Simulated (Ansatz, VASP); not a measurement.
# Ge in VASP and in Ansatz

Contents of INCAR:

```
SYSTEM = Ge
ALGO     = Normal         ! electronic algorithm
EDIFF    = 1E-6           ! SCF threshold, eV
ENCUT    = 500            ! plane-wave cutoff, eV
GGA      = PS             ! functional
GGA_COMPAT= .False.      
ISIF     = 2              ! what is computed and relaxed
ISMEAR   = 0              ! smearing method
LASPH    = .True.         ! aspherical terms in the spheres
LCHARG   = .False.        ! write CHGCAR
LREAL    = .False.        ! projectors in reciprocal space
LWAVE    = .False.        ! write WAVECAR
NBANDS   = 21             ! bands
NELM     = 120            ! most SCF steps
PREC     = Accurate       ! precision mode
SIGMA    = 0.01           ! smearing width, eV
```

File KPOINTS:

```
k-points
0
Gamma
  10 10 10
  0 0 0
```

POSCAR

```
Ge
1.0
   -0.0208274358      2.8454166089      2.8662440447
    2.8454166089     -0.0208274358      2.8662440447
    2.8245891731      2.8245891731      0.0000000000
Ge
2
Direct
   -0.0010062861     -0.0010062861      0.0010062861
    0.2510062861      0.2510062861      0.2489937139
```

Input for Ansatz:

```yaml
crystal:
  lattice:
    - [-0.0208274358, 2.8454166089, 2.8662440447]
    - [2.8454166089, -0.0208274358, 2.8662440447]
    - [2.8245891731, 2.8245891731, 0.0]
  atoms:
    - { symbol: Ge, position: [-0.0010062861, -0.0010062861, 0.0010062861] }
    - { symbol: Ge, position: [0.2510062861, 0.2510062861, 0.2489937139] }
basis:
  ecutwfc: 600.0
kpoints:
  mp_grid: { grid: [10, 10, 10] }
  band_path:
    path:
      - [0.0, 0.0, 0.0]
      - [0.0, 0.0, 0.0]
      - [0.0, 0.0, 0.0]
      - [0.0, 0.0, 0.0]
      - [0.0, 0.0, 0.0]
      - [0.0, 0.0, 0.0]
      - [0.0, 0.0, 0.0]
      - [0.0, 0.0, 0.0]
      - [0.0, 0.0, 0.0]
      - [0.0, 0.0, 0.0]
      - [0.0, 0.0, 0.0]
      - [0.0, 0.0, 0.0]
      - [0.0, 0.0, 0.0]
      - [0.0, 0.0, 0.0]
      - [0.0, 0.0, 0.0]
      - [0.0, 0.0, 0.0]
      - [0.0, 0.0, 0.0]
      - [0.0, 0.0, 0.0]
      - [0.0, 0.0, 0.0]
      - [0.0, 0.0, 0.0]
      - [0.0, 0.0, 0.0]
      - [0.0, 0.0, 0.0]
      - [0.0, 0.0, 0.0]
      - [0.0, 0.0, 0.0]
      - [0.0, 0.0, 0.0]
      - [0.0, 0.0, 0.0]
      - [0.3, 0.3, 0.0]
      - [0.3166666667, 0.3166666667, 0.0]
      - [0.3333333333, 0.3333333333, 0.0]
      - [0.35, 0.35, 0.0]
      - [0.3666666667, 0.3666666667, 0.0]
      - [0.3833333333, 0.3833333333, 0.0]
      - [0.4, 0.4, 0.0]
      - [0.4166666667, 0.4166666667, 0.0]
      - [0.4333333333, 0.4333333333, 0.0]
      - [0.45, 0.45, 0.0]
      - [0.4666666667, 0.4666666667, 0.0]
      - [0.4833333333, 0.4833333333, 0.0]
      - [0.5, 0.5, 0.0]
      - [0.0, 0.3, 0.3]
      - [0.0, 0.3166666667, 0.3166666667]
      - [0.0, 0.3333333333, 0.3333333333]
      - [0.0, 0.35, 0.35]
      - [0.0, 0.3666666667, 0.3666666667]
      - [0.0, 0.3833333333, 0.3833333333]
      - [0.0, 0.4, 0.4]
      - [0.0, 0.4166666667, 0.4166666667]
      - [0.0, 0.4333333333, 0.4333333333]
      - [0.0, 0.45, 0.45]
      - [0.0, 0.4666666667, 0.4666666667]
      - [0.0, 0.4833333333, 0.4833333333]
      - [0.0, 0.5, 0.5]
      - [0.5, 0.5, 0.5]
      - [0.5, 0.5, 0.5]
      - [0.5, 0.5, 0.5]
      - [0.5, 0.5, 0.5]
      - [0.5, 0.5, 0.5]
      - [0.5, 0.5, 0.5]
      - [0.5, 0.5, 0.5]
      - [0.5, 0.5, 0.5]
      - [0.5, 0.5, 0.5]
      - [0.5, 0.5, 0.5]
      - [0.5, 0.5, 0.5]
      - [0.5, 0.5, 0.5]
      - [0.5, 0.5, 0.5]
      - [0.0, 0.0, 0.5]
      - [0.0, 0.0, 0.5]
      - [0.0, 0.0, 0.5]
      - [0.0, 0.0, 0.5]
      - [0.0, 0.0, 0.5]
      - [0.0, 0.0, 0.5]
      - [0.0, 0.0, 0.5]
      - [0.0, 0.0, 0.5]
      - [0.0, 0.0, 0.5]
      - [0.0, 0.0, 0.5]
      - [0.0, 0.0, 0.5]
      - [0.0, 0.0, 0.5]
      - [0.0, 0.0, 0.5]
    npoints: 1
hamiltonian:
  xc: pbesol
scf:
  occupations: { method: gaussian, width: 0.01 }
  n_extra_bands: 5
output:
  eigenvalues: true
```

Alike in both runs: task single point; functional PBEsol; k mesh 10 × 10 × 10; occupations gaussian, width 0.01 eV; no spin polarisation.

|  | VASP | Ansatz |
| --- | --- | --- |
| version | VASP 6.6.1 | Ansatz 0.2.0 |
| potentials or method | VASP PAW PBE potentials, release 64 (Ge_d), cutoff 500 eV | scalar-relativistic, plane waves, PAW |
| valence electrons in the cell | 28 | 28 |

|  | VASP | Ansatz | Ansatz less VASP |
| --- | --- | --- | --- |
| gap on the k mesh at the Fermi level (eV) | 0.01 | 0.01 | -0.005 |
| least direct gap on the mesh (eV) | 0.12 | 0.12 | 0.000 |

VASP's potentials were made for PBE, not for PBEsol.
